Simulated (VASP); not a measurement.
## HfSiO4 (Hafnon): single point with RPBE+D4

The system is HfSiO4 (Hafnon).

```
Hf Si O
1.0
    -3.30047    3.30047    3.00655
     3.30047   -3.30047    3.00655
     3.30047    3.30047   -3.00655
Hf Si O
2 2 8
Direct
  0.00000 0.00000 0.00000
  0.75000 0.25000 0.50000
  0.50000 0.50000 0.00000
  0.25000 0.75000 0.50000
  0.68000 0.49459 0.81459
  0.24459 0.93000 0.31459
  0.68000 0.86542 0.18541
  0.61542 0.93000 0.68541
  0.07000 0.38458 0.31459
  0.50541 0.32000 0.18541
  0.07000 0.75541 0.68541
  0.13458 0.32000 0.81459
```

```
Program             : VASP 6.6.1
Task                : single point
Functional          : RPBE
Dispersion          : D4
Potentials or basis : VASP PAW PBE potentials, release 64 (Hf_pv, Si, O)
Cutoff              : 520 eV
k mesh              : 6 × 6 × 6
Occupations         : fermi-dirac, width 0.05 eV
Spin                : no spin polarisation
```

The pressure is -2.0 GPa. The largest force is 0.146 eV/Å. The band gap on the k mesh is 5.41 eV, indirect (least direct gap 5.76 eV) and the dispersion energy per atom is -0.416 eV.

Forces in eV/Å, atoms in the order of the input:
```
Hf   0.000  0.000  0.000
Hf   0.000  0.000  0.000
Si   0.000  0.000  0.000
Si   0.000  0.000  0.000
O   -0.103  0.000  0.104
O    0.000 -0.103  0.104
O    0.103  0.000  0.104
O    0.000  0.103  0.104
O   -0.103  0.000 -0.104
O    0.000  0.103 -0.104
O    0.103  0.000 -0.104
O    0.000 -0.103 -0.104
```

Stress tensor (GPa, compression positive):
```
-2.05  0.00  0.00
 0.00 -2.05  0.00
 0.00  0.00 -1.85
```

Levels at points of the mesh, in eV from the valence-band top:
| k point | band 35 | band 36 | band 37 | band 38 | band 39 | band 40 | band 41 | band 42 |
| --- | --- | --- | --- | --- | --- | --- | --- | --- |
| (0.00, 0.00, 0.00) | -0.59 | -0.59 | -0.55 | 0.00 | 5.78 | 6.05 | 6.15 | 6.15 |
| (0.50, 0.00, 0.00) | -0.92 | -0.81 | -0.27 | -0.19 | 5.67 | 5.80 | 6.47 | 6.65 |
| (0.50, 0.50, 0.00) | -0.91 | -0.91 | -0.59 | -0.59 | 5.42 | 5.42 | 6.44 | 6.44 |
| (0.50, 0.50, 0.50) | -1.09 | -1.09 | -0.88 | -0.88 | 6.23 | 6.23 | 6.54 | 6.54 |

It took 5.9 min on 1 thread of AMD EPYC 7R43 64-Core Processor (Zen 3), on a shared host, peak memory 0.3 GiB.

Caveat: the PAW data sets were made with another functional, which shifts forces and pressure a little; spin-orbit coupling is left out, which moves the levels of the heavy elements. A k mesh can miss the band edges.
